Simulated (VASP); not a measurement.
# SnTe (F-43m) in VASP: vibrations by perturbation theory with PBEsol

Aim: the vibrations by perturbation theory of SnTe with PBEsol.

All numbers are computed with VASP 6.6.1; they aren't measurements. Logs are shortened: lines on timing, memory, paths and dates and some standing lists are left out, and cuts for length are marked.

**1. The cell of the first run**

Symmetry: F-43m, No. 216, cubic system. The conventional cell has a = 7.222 Å, b = 7.222 Å, c = 7.222 Å, α = 90.00°, β = 90.00°, γ = 90.00°. Within 4.1 Å of Sn (site symmetry -43m) lie 4 Te at 3.13 Å. Within 4.1 Å of Te (site symmetry -43m) lie 4 Sn at 3.13 Å.

**2. Vibrations by perturbation theory, PBEsol**

The input, INCAR:

```
PREC = Accurate
ENCUT = 500
EDIFF = 1E-8
ISMEAR = 0
SIGMA = 0.01
LREAL = False
LASPH = True
NELM = 120
ALGO = Normal
ISIF = 2
LWAVE = False
LCHARG = False
GGA = PS
IBRION = 8
NSW = 1
GGA_COMPAT = False
```

The input, KPOINTS:

```
regular mesh
0
Gamma
  4 4 4
```

The input, POSCAR:

```
SnTe
1.0
    0.0000000000      3.6111460000      3.6111460000
    3.6111460000      0.0000000000      3.6111460000
    3.6111460000      3.6111460000      0.0000000000
Sn Te
1 1
Direct
    0.0000000000      0.0000000000      0.0000000000
    0.7500000000      0.7500000000      0.7500000000
```

Potentials or basis: VASP PAW PBE potentials, release 64 (Sn_d, Te).

Started as:

```
$ cat potpaw_PBE.64/Sn_d/POTCAR potpaw_PBE.64/Te/POTCAR > POTCAR
$ mpirun -np 1 vasp_std > vasp.out
```

OUTCAR:

```text
PREC = Accurate
   ENCUT = 500
   EDIFF = 1E-8
   ISMEAR = 0
   LREAL = False
   LASPH = True
   NELM = 120
   ISIF = 2
   GGA = PS
   IBRION = 8
   NSW = 1

 ion  position               nearest neighbor table
   1  0.000  0.000  0.000-   2 3.13   2 3.13   2 3.13   2 3.13
   2  0.750  0.750  0.750-   1 3.13   1 3.13   1 3.13   1 3.13

  LATTYP: Found a face centered cubic cell.
 ALAT       =     7.2222920000

  Lattice vectors:

 A1 = (   0.0000000000,   3.6111460000,   3.6111460000)
 A2 = (   3.6111460000,   0.0000000000,   3.6111460000)
 A3 = (   3.6111460000,   3.6111460000,   0.0000000000)

Analysis of symmetry for initial positions (statically):
=====================================================================
 Subroutine PRICEL returns:
 Original cell was already a primitive cell.

 Routine SETGRP: Setting up the symmetry group for a
 face centered cubic supercell.

 Subroutine GETGRP returns: Found 24 space group operations
 (whereof 24 operations were pure point group operations)
 out of a pool of 48 trial point group operations.

The static configuration has the point symmetry T_d .

Analysis of symmetry for dynamics (positions and initial velocities):
=====================================================================
 Subroutine PRICEL returns:
 Original cell was already a primitive cell.

 Routine SETGRP: Setting up the symmetry group for a
 face centered cubic supercell.

 Subroutine GETGRP returns: Found 24 space group operations
 (whereof 24 operations were pure point group operations)
 out of a pool of 48 trial point group operations.

The dynamic configuration has the point symmetry T_d .

 Subroutine INISYM returns: Found 24 space group operations
 (whereof 24 operations are pure point group operations),
 and found     1 'primitive' translations

----------------------------------------------------------------------------------------

                                     Primitive cell

  volume of cell :      94.1814

  direct lattice vectors                    reciprocal lattice vectors
     0.000000000  3.611146000  3.611146000    -0.138460201  0.138460201  0.138460201
     3.611146000  0.000000000  3.611146000     0.138460201 -0.138460201  0.138460201
     3.611146000  3.611146000  0.000000000     0.138460201  0.138460201 -0.138460201

  length of vectors
     5.106931649  5.106931649  5.106931649     0.239820102  0.239820102  0.239820102

  position of ions in fractional coordinates (direct lattice)
     0.000000000  0.000000000  0.000000000
     0.750000000  0.750000000  0.750000000

  ion indices of the primitive-cell ions
   primitive index   ion index
                 1           1
                 2           2

----------------------------------------------------------------------------------------

 KPOINTS: regular mesh

Automatic generation of k-mesh.
 Grid dimensions read from file:
 generate k-points for:    4    4    4

 Generating k-lattice:

  Cartesian coordinates                     Fractional coordinates (reciprocal lattice)
    -0.034615050  0.034615050  0.034615050     0.250000000  0.000000000  0.000000000
     0.034615050 -0.034615050  0.034615050     0.000000000  0.250000000  0.000000000
     0.034615050  0.034615050 -0.034615050     0.000000000  0.000000000  0.250000000

  Length of vectors
     0.059955026  0.059955026  0.059955026

  Shift w.r.t. Gamma in fractional coordinates (k-lattice)
     0.000000000  0.000000000  0.000000000

 Subroutine IBZKPT returns following result:
 ===========================================

[... 64 lines left out ...]
  volume of cell :       94.18
 maximum number of plane-waves:      2421
 NGX is ok and might be reduce to    40
   NGX = 19   NGY = 19   NGZ = 19

--------------------------------------- Ionic step        1  -------------------------------------------

 number of electron      19.9999999 magnetization

 Free energy of the ion-electron system (eV)
  ---------------------------------------------------
  ext. energy  EPLUGINS =         0.00000000
  ---------------------------------------------------
  free energy    TOTEN  =        -7.61225607 eV

  energy without entropy =       -7.61221507  energy(sigma->0) =       -7.61223557

 E-fermi :   3.0815     XC(G=0):  -7.6319

 val. band max:        3.0635941555   @ k =  -0.2500   0.5000   0.2500
 cond. band min:       3.0976332778   @ k =   0.5000   0.5000   0.0000
 fundamental gap:      0.0340391223
 Fermi energy:         3.0815086791

 k-point     1 :       0.0000    0.0000    0.0000
  band No.  band energies     occupation
      1     -18.6667      2.00000
      2     -18.6667      2.00000
      3     -18.6667      2.00000
      4     -18.6574      2.00000
      5     -18.6574      2.00000
      6      -8.5140      2.00000
      7      -2.1832      2.00000
      8       1.1069      2.00000
      9       1.1069      2.00000
     10       1.1069      2.00000
     11       4.0265      0.00000
     12       4.0265      0.00000
     13       4.0265      0.00000
     14       7.0121      0.00000
[... 107 lines left out ...]
      3     -18.6639      2.00000
      4     -18.6577      2.00000
      5     -18.6569      2.00000
      6      -7.7521      2.00000
      7      -4.3285      2.00000
      8      -0.3566      2.00000
      9      -0.2682      2.00000
     10       3.0636      1.98871
     11       4.3462      0.00000
     12       5.2326      0.00000
     13       6.1204      0.00000
     14       8.2735      0.00000

------------------------ aborting loop because EDIFF is reached ----------------------------------------

  FORCE on cell =-STRESS in cart. coord.  units (eV):
  Direction    XX          YY          ZZ          XY          YZ          ZX
  --------------------------------------------------------------------------------------
  -------------------------------------------------------------------------------------
  Total       -0.8629275     -0.8629275     -0.8629275     -0.0000000      0.0000000     -0.0000000
  in kB      -14.6797876    -14.6797876    -14.6797876     -0.0000000      0.0000000     -0.0000000
  external PRESSURE =     -14.6797876 kB  Pullay stress =       0.0000000 kB

 VOLUME and BASIS-vectors are now :
 -----------------------------------------------------------------------------
  energy-cutoff  :      500.00
  volume of cell :       94.18
      direct lattice vectors                 reciprocal lattice vectors
     0.000000000  3.611146000  3.611146000    -0.138460201  0.138460201  0.138460201
     3.611146000  0.000000000  3.611146000     0.138460201 -0.138460201  0.138460201
     3.611146000  3.611146000  0.000000000     0.138460201  0.138460201 -0.138460201

 POSITION                                       TOTAL-FORCE (eV/Angst)
 -----------------------------------------------------------------------------------
      0.00000      0.00000      0.00000         0.000000     -0.000000      0.000000
      5.41672      5.41672      5.41672        -0.000000      0.000000      0.000000
 -----------------------------------------------------------------------------------
    total drift:                                0.000000      0.000000      0.000000

  FREE ENERGIE OF THE ION-ELECTRON SYSTEM (eV)
  ---------------------------------------------------
  free  energy   TOTEN  =        -7.6122560733 eV

  energy  without entropy=       -7.6122150705  energy(sigma->0) =       -7.61223557

[... ionic steps 2 to 3 ...]

--------------------------------------- Ionic step        4  -------------------------------------------

------------------------ aborting loop because EDIFF is reached ----------------------------------------

[... ionic steps 5 to 6 ...]

--------------------------------------- Ionic step        7  -------------------------------------------

 Free energy of the ion-electron system (eV)
  ---------------------------------------------------
  ---------------------------------------------------
  free energy    TOTEN  =        -0.05049243 eV

  energy without entropy =       -0.05049243

------------------------ aborting loop because EDIFF is reached ----------------------------------------

 INTERNAL STRAIN TENSOR  FOR ION    2  DIRECTION 1   (eV/Angst):
 -----------------------------------------------------------------------------
    -0.01642  0.00000  0.00000
     0.00000  0.00862  3.09626
     0.00000  3.09626  0.00862

 INTERNAL STRAIN TENSOR FOR ION    2 for displacements in x,y,z  (eV/Angst):
          X           Y           Z          XY          YZ          ZX
  --------------------------------------------------------------------------------
  x     0.00000     0.00000    -0.00000     0.00000     3.09626     0.00000
  y     0.00000     0.00000    -0.00000     0.00000     0.00000     3.09626
  z     0.00000    -0.00000     0.00000     3.09626     0.00000     0.00000

 SECOND DERIVATIVES (NOT SYMMETRIZED)
 ------------------------------------
               1X          1Y          1Z          2X          2Y          2Z
  1X    -2.353151    0.000000    0.000000    2.353151    0.000000    0.000000
  1Y     0.000000   -2.353151    0.000000    0.000000    2.353151    0.000000
  1Z     0.000000    0.000000   -2.353151    0.000000    0.000000    2.353151
  2X     2.360731    0.000000    0.000000   -2.360731    0.000000    0.000000
  2Y     0.000000    2.360731    0.000000    0.000000   -2.360731    0.000000
  2Z     0.000000    0.000000    2.360731    0.000000    0.000000   -2.360731

 Eigenvectors and eigenvalues of the dynamical matrix
 ----------------------------------------------------

   1 f  =    3.060446 THz    19.229347 2PiTHz  102.085480 cm-1    12.656981 meV
             X         Y         Z           dx          dy          dz
      0.000000  0.000000  0.000000     0.000000    0.180075    0.696288
      5.416719  5.416719  5.416719    -0.000000   -0.173968   -0.672675
[... 21 lines left out ...]
   6 f/i=    0.002459 THz     0.015451 2PiTHz    0.082026 cm-1     0.010170 meV
             X         Y         Z           dx          dy          dz
      0.000000  0.000000  0.000000    -0.247736    0.616347    0.203716
      5.416719  5.416719  5.416719    -0.256432    0.637982    0.210866

--------------------------------------------------------------------------------------------------------

 ELASTIC MODULI CONTR FROM IONIC RELAXATION (kBar)
 Direction    XX          YY          ZZ          XY          YZ          ZX
 --------------------------------------------------------------------------------
 XX          -0.0000      0.0000      0.0000     -0.0000     -0.0000     -0.0000
 YY           0.0000     -0.0000      0.0000      0.0000     -0.0000     -0.0000
 ZZ           0.0000      0.0000     -0.0000     -0.0000      0.0000      0.0000
 XY          -0.0000      0.0000     -0.0000    -72.1677      0.0000      0.0000
 YZ          -0.0000     -0.0000      0.0000      0.0000    -72.1677      0.0000
 ZX          -0.0000     -0.0000      0.0000      0.0000      0.0000    -72.1677
 --------------------------------------------------------------------------------
```

It took 2.5 min on 1 thread of Intel Xeon Platinum 8259CL at 2.50GHz (Skylake/Cascade Lake), shared host; peak memory 0.31 GiB.

Results:

- Highest phonon frequency at Γ, LO-TO splitting left out: 102 cm⁻¹

Phonon frequencies in cm⁻¹ (negative: imaginary):
```
              q point        frequencies
(0.000, 0.000, 0.000)  0 0 0 102 102 102
```

Caveat: the k points lie up to 0.38 Å⁻¹ apart; the cell wasn't relaxed at this level first, which shifts response properties; the PAW data sets were made with another functional, which shifts forces and pressure a little; spin-orbit coupling is left out, which moves the levels of the heavy elements.
